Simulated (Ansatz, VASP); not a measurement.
# One calculation of Pt, two programs

```
Pt
1.0
     0.00000    1.94733    1.94733
     1.94733    0.00000    1.94733
     1.94733    1.94733    0.00000
Pt
1
Direct
  0.00000 0.00000 0.00000
```

Alike in both runs: functional LDA; k mesh 12 × 12 × 12; occupations gaussian, width 0.1 eV; no spin polarisation.

Ansatz relaxed the structure, and its values are those at the end. VASP's run is a single point on that final structure, the one shown.

|  | VASP | Ansatz |
| --- | --- | --- |
| version | VASP 6.6.1 | Ansatz 0.2.0 |
| potentials or method | VASP PAW LDA potentials, release 64 (Pt) | scalar-relativistic, plane waves, PAW |
| plane-wave cutoff (eV) | 500 | 420 |
| valence electrons in the cell | 10 | 18 |

|  | VASP | Ansatz | Ansatz less VASP |
| --- | --- | --- | --- |
| gap on the k mesh at the Fermi level (eV) | none | none | - |
| pressure (GPa) | 0.8 | 0.0 | -0.80 |

LDA's correlation is that of Perdew and Zunger in VASP and of Perdew and Wang (1992) in Ansatz. A gap of «none» marks a metal or a gap that the smearing closes. VASP's potentials hold 10 valence electrons a cell and Ansatz's 18, so a difference there can come from the potentials and not from the codes.

Neither program's run includes spin-orbit coupling.
